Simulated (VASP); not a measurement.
Rh: single point with PBEsol

Crystal: Rh.

```
CELL_PARAMETERS angstrom
2.66349 0.00000 0.00000
-1.33175 2.30665 0.00000
0.00000 0.00000 8.66637
ATOMIC_POSITIONS crystal
Rh 0.66667 0.33333 0.75000
Rh 0.00000 0.00000 0.50000
Rh 0.33333 0.66667 0.25000
Rh 0.00000 0.00000 0.00000
```

* Program: VASP 6.6.1
* Task: single point
* Functional: PBEsol
* Potentials or basis: VASP PAW PBE potentials, release 64 (Rh_pv)
* Cutoff: 520 eV
* k mesh: 11 × 11 × 3
* Occupations: fermi-dirac, width 0.05 eV
* Spin: no spin polarisation
* Dipole correction: no
* Further INCAR settings: ALGO = Normal; EDIFF = 1e-06; NBANDS = 38

```
Pressure               : 4.9 GPa
Band gap on the k mesh : zero (band 30 reaches 13.03 eV, above the bottom of band 31 at 11.31 eV)
```

Levels at points of the mesh, in eV from the Fermi level:
| k point | band 28 | band 29 | band 30 | band 31 | band 32 | band 33 |
| --- | --- | --- | --- | --- | --- | --- |
| (0.00, 0.00, 0.00) | -1.53 | -1.53 | -0.91 | -0.91 | -0.36 | -0.36 |

Run time: 44 s on 1 thread of Intel(R) Xeon(R) Platinum 8259CL CPU @ 2.50GHz (Skylake/Cascade Lake), with other jobs on the host, peak memory 0.18 GiB.

Caveat: the PAW data sets were made with another functional, which shifts forces and pressure a little.
